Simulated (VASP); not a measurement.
Set up this calculation in VASP 6.6.1, as the native input.

```
Task                   : electric field gradients
Functional             : PBE
Potentials or basis    : VASP PAW PBE potentials, release 64 (Pb_d, I)
Cutoff                 : 400 eV
k mesh                 : 10 × 10 × 6
Occupations            : fermi-dirac, width 0.02 eV
Spin                   : no spin polarisation
Dipole correction      : no
Further INCAR settings : ALGO = Normal; EDIFF = 1e-08; NBANDS = 21
```

The structure of PbI2 lies in POSCAR:

```
PbI2
1.0
    4.5550018558      0.0000000000      0.0000000000
   -2.2775009279      3.9447473214      0.0000000000
    0.0000000000      0.0000000000      6.9770000000
Pb I
1 2
Direct
    0.0000000000      0.0000000000      0.0000000000
    0.3333333333      0.6666666667      0.2650000000
    0.6666666667      0.3333333333      0.7350000000
```

One way to write it, as run:

INCAR

```
SYSTEM = PbI2
ALGO = Normal
EDIFF = 1E-8
ENCUT = 400
GGA = PE
GGA_COMPAT = .False.
ISIF = 2
ISMEAR = -1
LASPH = .True.
LCHARG = .False.
LEFG = .True.
LREAL = .False.
LWAVE = .False.
NBANDS = 21
NELM = 120
PREC = Accurate
SIGMA = 0.02
```

KPOINTS

```
k-points
0
Gamma
  10 10 6
  0 0 0
```

Potentials or basis: VASP PAW PBE potentials, release 64 (Pb_d, I).

Run with:

```sh
$ cat potpaw_PBE.64/Pb_d/POTCAR potpaw_PBE.64/I/POTCAR > POTCAR
$ mpirun -np 1 vasp_std > vasp.out
```

Results of the run:

```json
{"Pressure": "1.8 GPa", "Largest force": "0.172 eV/Å", "Band gap on the k mesh": "2.22 eV", "Largest electric field gradient by atom": "Pb +17.4; I +4.8 V/Å²"}
```

Caveat: without QUAD_EFG the Cq values of the log hold for a quadrupole moment of 1 mb, not for the nuclei; spin-orbit coupling is left out, which moves the levels of the heavy elements; this functional lacks dispersion, which binds layers or chains, so the pressure and a relaxed spacing across them are unreliable.

It took 120 s on 1 thread of Intel(R) Xeon(R) Platinum 8488C (Sapphire Rapids) (shared host), peak memory 0.26 GiB.
